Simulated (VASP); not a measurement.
# BN (P2_1) in VASP: further runs

Runs on BN. Level: LDA. Tasks: single point.

Everything below comes from runs of VASP 6.6.1. Logs are shortened: lines on timing, memory, paths and dates and some standing lists are left out, and cuts for length are marked.

### Step 1. The cell of the first run

Symmetry: P2_1, No. 4, monoclinic system. The conventional cell has a = 2.532 Å, b = 4.227 Å, c = 2.554 Å, α = 90.00°, β = 119.14°, γ = 90.00°. B (site symmetry 1) has 4 N at 1.56 to 1.58 Å within 2.1 Å. N (site symmetry 1) has 4 B at 1.56 to 1.58 Å within 2.1 Å.

### Step 2. Single point, LDA (strain -0.0200 x Voigt [0, 0, 0, 0, 0, 1])

INCAR

```
  PREC = Accurate
  ENCUT = 520
  EDIFF = 1E-7
  ISMEAR = 0
  SIGMA = 0.05
  LREAL = False
  LASPH = True
  NELM = 100
  ALGO = Normal
  ISIF = 2
  LWAVE = False
  LCHARG = True
  LELF = True
  LVHAR = True
  NBANDS = 16
```

KPOINTS

```
Automatic mesh
0
Gamma
  12 12 6
```

POSCAR

```
BN
1.0
    2.5539396017     -0.0255393960      0.0000000000
   -1.2990875666      2.2245462728      0.0000000000
    0.0000000000      0.0000000000      4.2268550000
B N
2 2
Direct
    0.6666666667      0.3333333333      0.9997240000
    0.3333333333      0.6666666667      0.4997240000
    0.6666666667      0.3333333333      0.6252760000
    0.3333333333      0.6666666667      0.1252760000
```

Potentials or basis: VASP PAW LDA potentials, release 64 (B, N).

On the command line:

```bash
> cat potpaw_LDA.64/B/POTCAR potpaw_LDA.64/N/POTCAR > POTCAR
> mpirun -np 1 vasp_std > vasp.out
```

OUTCAR:

```text
PREC = Accurate
   ENCUT = 520
   EDIFF = 1E-7
   ISMEAR = 0
   LREAL = False
   LASPH = True
   NELM = 100
   ISIF = 2

 ion  position               nearest neighbor table
   1  0.667  0.333  1.000-   4 1.56   4 1.57   4 1.58   3 1.58
   2  0.333  0.667  0.500-   3 1.56   3 1.57   3 1.58   4 1.58
   3  0.667  0.333  0.625-   2 1.56   2 1.57   2 1.58   1 1.58
   4  0.333  0.667  0.125-   1 1.56   1 1.57   1 1.58   2 1.58

  LATTYP: Found a simple monoclinic cell.
 ALAT       =     2.5318540389
 B/A-ratio  =     1.6694702519
 C/A-ratio  =     1.0087735139
 COS(beta)  =    -0.4869160342

  Lattice vectors:

 A1 = (   1.2548520351,   2.1990068768,   0.0000000000)
 A2 = (   0.0000000000,   0.0000000000,  -4.2268550000)
 A3 = (  -2.5539396017,   0.0255393960,   0.0000000000)

Analysis of symmetry for initial positions (statically):
=====================================================================
 Subroutine PRICEL returns:
 Original cell was already a primitive cell.

 Routine SETGRP: Setting up the symmetry group for a
 simple monoclinic supercell.

 Subroutine GETGRP returns: Found  2 space group operations
 (whereof  1 operations were pure point group operations)
 out of a pool of  4 trial point group operations.

The static configuration has the point symmetry C_1 .
 The point group associated with its full space group is C_2 .

Analysis of symmetry for dynamics (positions and initial velocities):
=====================================================================
 Subroutine PRICEL returns:
 Original cell was already a primitive cell.

 Routine SETGRP: Setting up the symmetry group for a
 simple monoclinic supercell.

 Subroutine GETGRP returns: Found  2 space group operations
 (whereof  1 operations were pure point group operations)
 out of a pool of  4 trial point group operations.

The dynamic configuration has the point symmetry C_1 .
 The point group associated with its full space group is C_2 .

 Subroutine INISYM returns: Found  2 space group operations
 (whereof  1 operations are pure point group operations),
 and found     1 'primitive' translations

----------------------------------------------------------------------------------------

                                     Primitive cell

[... 86 lines left out ...]
   ISTART =      0    job   : 0-new  1-cont  2-samecut
   ICHARG =      2    charge: 1-file 2-atom 10-const
   ISPIN  =      1    spin polarized calculation?
   LNONCOLLINEAR =      F non collinear calculations
   LSORBIT =      F    spin-orbit coupling
   LASPH  =      T    aspherical Exc in radial PAW
   ENCUT  =  520.0 eV  38.22 Ry    6.18 a.u.   4.75  4.79  7.86*2*pi/ulx,y,z
   NELM   =    100;   NELMIN=  2; NELMDL= -5     # of ELM steps
   EDIFF  = 0.1E-06   stopping-criterion for ELM
   LREAL  =      F    real-space projection
   EDIFFG = 0.1E-05   stopping-criterion for IOM
   NSW    =      0    number of steps for IOM
   IBRION =     -1    ionic relax: 0-MD 1-quasi-New 2-CG
   NFREE  =      0    steps in history (QN), initial steepest desc. (CG)
   ISIF   =      2    stress and relaxation
   ISYM   =      2    0-nonsym 1-usesym 2-fastsym
   POTIM  = 0.5000    time-step for ionic-motion
   TEBEG  =    0.0;   TEEND  =   0.0 temperature during run
   PSTRESS=    0.0 pullay stress
   NELECT =      16.0000    total number of electrons
   NUPDOWN=      -1.0000    fix difference up-down
   EMIN   =  10.00;   EMAX   =-10.00  energy-range for DOS
   EFERMI =   0.00;   METHOD = LEGACY
   ISMEAR =     0;   SIGMA  =   0.05  broadening in eV -4-tet -1-fermi 0-gaus
   EFERMI_NEDOS =   21; number of points for ismear=-14 and -15
   IALGO  =     38    algorithm
   IMIX   =      4    mixing-type and parameters
     AMIX     =   0.40;   BMIX     =  1.00
     AMIX_MAG =   1.60;   BMIX_MAG =  1.00
  volume/ion in A,a.u.               =       5.97        40.28
  Fermi-wavevector in a.u.,A,eV,Ry     =   1.432648  2.707313 27.925698  2.052481
  Thomas-Fermi vector in A             =   2.552253
   LORBIT       =      0    0 simple, 1 ext, 2 COOP (PROOUT), +10 PAW based schemes
   GGA     = CA    functional components
   LHFCALC =     F    Hartree Fock is set to
   AEXX    =    0.0000 exact exchange contribution
   IVDW    =     0    specifies the selected vdW correction
   LEPSILON=     F    determine dielectric tensor
   LRPA    =     F    only Hartree local field effects (RPA)
 non-spin polarized calculation
 Gauss-broadening in eV      SIGMA  =   0.05
  energy-cutoff  :      520.00
  volume of cell :       23.87
 maximum number of plane-waves:       660
   NGX =  9   NGY =  9   NGZ = 15

 number of electron      16.0000003 magnetization

 Free energy of the ion-electron system (eV)
  ---------------------------------------------------
  ext. energy  EPLUGINS =         0.00000000
  ---------------------------------------------------
  free energy    TOTEN  =       -38.71206180 eV

  energy without entropy =      -38.71206180  energy(sigma->0) =      -38.71206180

 E-fermi :   7.7297     XC(G=0): -13.0464

 val. band max:        7.4769279903   @ k =   0.0000   0.0000   0.0000
 cond. band min:      12.3816875633   @ k =   0.3333   0.3333   0.0000
 fundamental gap:      4.9047595730
 Fermi energy:         7.7297299330

 k-point     1 :       0.0000    0.0000    0.0000
  band No.  band energies     occupation
      1     -12.7122      2.00000
      2      -8.5484      2.00000
      3      -3.4373      2.00000
      4       5.2425      2.00000
      5       5.3767      2.00000
      6       7.1386      2.00000
[... 433 lines left out ...]
      3      -1.4066      2.00000
      4       0.0621      2.00000
      5       0.3921      2.00000
      6       1.4587      2.00000
[... 8 lines left out ...]
     15      23.0783      0.00000
     16      23.6303      0.00000

 [... further k-points ...]
[... 5 lines left out ...]
  --------------------------------------------------------------------------------------
  -------------------------------------------------------------------------------------
  Total       -1.8811937     -1.8670256     -1.9672855      1.2041909      0.0000000      0.0000000
  in kB     -126.2461967   -125.2953785   -132.0237816     80.8127965      0.0000000      0.0000000
  external PRESSURE =    -127.8551189 kB  Pullay stress =       0.0000000 kB

 VOLUME and BASIS-vectors are now :
 -----------------------------------------------------------------------------
  energy-cutoff  :      520.00
  volume of cell :       23.87
      direct lattice vectors                 reciprocal lattice vectors
     2.553939602 -0.025539396  0.000000000     0.393851949  0.230001136  0.000000000
    -1.299087567  2.224546273  0.000000000     0.004521705  0.452170450  0.000000000
     0.000000000  0.000000000  4.226855000     0.000000000  0.000000000  0.236582518

 POSITION                                       TOTAL-FORCE (eV/Angst)
 -----------------------------------------------------------------------------------
      1.26960      0.72449      4.22569        -0.035356     -0.007532      0.016895
     -0.01475      1.47452      2.11226         0.035356      0.007532      0.016895
      1.26960      0.72449      2.64295        -0.078256     -0.007749     -0.016895
     -0.01475      1.47452      0.52952         0.078256      0.007749     -0.016895
 -----------------------------------------------------------------------------------
    total drift:                               -0.000000     -0.000000      0.000096

  FREE ENERGIE OF THE ION-ELECTRON SYSTEM (eV)
  ---------------------------------------------------
  free  energy   TOTEN  =       -38.7120618011 eV

  energy  without entropy=      -38.7120618011  energy(sigma->0) =      -38.71206180
```

OSZICAR:

```text
N       E                     dE             d eps       ncg     rms          rms(c)
DAV:   1     0.329296803066E+02    0.32930E+02   -0.83163E+03  9480   0.970E+02
DAV:   2    -0.388221810941E+02   -0.71752E+02   -0.67228E+02 13568   0.214E+02
DAV:   3    -0.409468420487E+02   -0.21247E+01   -0.21196E+01 10896   0.333E+01
DAV:   4    -0.409513304903E+02   -0.44884E-02   -0.44882E-02 11384   0.186E+00
DAV:   5    -0.409513427931E+02   -0.12303E-04   -0.12303E-04 10632   0.874E-02    0.914E+00
DAV:   6    -0.389763915930E+02    0.19750E+01   -0.24981E+00 11520   0.140E+01    0.416E+00
DAV:   7    -0.387759913845E+02    0.20040E+00   -0.25563E-01 12088   0.395E+00    0.255E+00
DAV:   8    -0.387137020526E+02    0.62289E-01   -0.81203E-02 11744   0.204E+00    0.260E-01
DAV:   9    -0.387121053793E+02    0.15967E-02   -0.26318E-03 10544   0.502E-01    0.138E-01
DAV:  10    -0.387120628167E+02    0.42563E-04   -0.17241E-04 12392   0.110E-01    0.171E-02
DAV:  11    -0.387120619940E+02    0.82272E-06   -0.13679E-05 11120   0.323E-02    0.116E-02
DAV:  12    -0.387120618109E+02    0.18309E-06   -0.14719E-06 10864   0.106E-02    0.744E-04
DAV:  13    -0.387120618011E+02    0.97796E-08   -0.64736E-08  5648   0.231E-03
   1 F= -.38712062E+02 E0= -.38712062E+02  d E =-.258096E-15
```

Run time: 44 s. Hardware: 1 thread of Intel Xeon 6975P-C (Granite Rapids), shared host; peak memory 0.19 GiB.

What came out:

* Free energy: -38.7121 eV
* Pressure: -12.8 GPa
* Largest force: 0.080 eV/Å
* Band gap on the k mesh: 4.90 eV, indirect (least direct gap 7.93 eV)

Forces on the atoms (eV/Å):
```
B   -0.035 -0.008  0.017
B    0.035  0.008  0.017
N   -0.078 -0.008 -0.017
N    0.078  0.008 -0.017
```

Caveat: the cell differs from its parent crystal (strain -0.0200 x Voigt [0, 0, 0, 0, 0, 1]).

### Step 3. Single point, LDA (strain +0.0150 x Voigt [0, 0, 0, 0, 0, 1])

INCAR

```
  PREC = Accurate
  ENCUT = 520
  EDIFF = 1E-6
  ISMEAR = 0
  SIGMA = 0.05
  LREAL = False
  LASPH = True
  NELM = 80
  ALGO = Normal
  ISIF = 2
  LWAVE = False
  LCHARG = False
  GGA = CA
  NBANDS = 16
```

KPOINTS is that of step 2.

POSCAR, as its differences from that of step 2:

```diff
@@ -2,4 +2,4 @@
 1.0
-    2.5539396017     -0.0255393960      0.0000000000
-   -1.2990875666      2.2245462728      0.0000000000
+    2.5539396017      0.0191545470      0.0000000000
+   -1.2603814766      2.2021993013      0.0000000000
     0.0000000000      0.0000000000      4.2268550000
```

Potentials or basis: VASP PAW LDA potentials, release 64 (B, N).

On the command line:

```bash
> cat potpaw_LDA.64/B/POTCAR potpaw_LDA.64/N/POTCAR > POTCAR
> mpirun -np 1 vasp_std > vasp.out
```

Run time: 36 s. Hardware: 1 thread of Intel Xeon 6975P-C (Granite Rapids), shared host; peak memory 0.19 GiB.

The run converged. Its results:

```
Free energy            : -38.7172 eV
Pressure               : -12.8 GPa
Largest force          : 0.062 eV/Å
Band gap on the k mesh : 4.92 eV, indirect (least direct gap 8.00 eV)
```

Forces in eV/Å, atoms in the order of the input:
```
B    0.027 -0.004  0.019
B   -0.027  0.004  0.019
N    0.059 -0.004 -0.019
N   -0.059  0.004 -0.019
```

Stress tensor (GPa, compression positive):
```
-12.70  -6.06   0.00
 -6.06 -12.64   0.00
  0.00   0.00 -13.21
```

Levels at points of the mesh, in eV from the valence-band top:
```
           k point  band 4  band 5  band 6  band 7  band 8  band 9  band 10  band 11  band 12  band 13
(0.00, 0.00, 0.00)   -2.20   -2.10   -0.32   -0.09    0.00    8.00     8.25     8.37     9.49    10.56
(0.50, 0.00, 0.00)   -7.75   -6.98   -4.86   -4.46   -2.03    6.77     7.75    10.50    11.49    12.59
(0.00, 0.50, 0.00)   -7.76   -6.89   -5.00   -4.45   -2.14    6.53     7.72    10.36    11.28    12.66
(0.50, 0.50, 0.00)   -7.78   -6.80   -5.14   -4.46   -2.26    6.30     7.69    10.23    11.08    12.73
(0.00, 0.00, 0.50)   -5.71   -1.26   -1.26   -1.16   -1.16    9.21     9.21     9.62     9.62     9.88
(0.50, 0.00, 0.50)  -10.01   -3.67   -3.67   -3.61   -3.61    6.50     6.50     9.92     9.92    14.04
(0.00, 0.50, 0.50)   -9.99   -3.80   -3.80   -3.58   -3.58    6.40     6.40     9.85     9.85    13.96
(0.50, 0.50, 0.50)   -9.96   -3.92   -3.92   -3.56   -3.56    6.29     6.29     9.79     9.79    13.89
```

Caveat: the cell differs from its parent crystal (strain +0.0150 x Voigt [0, 0, 0, 0, 0, 1]). A k mesh can miss the band edges.
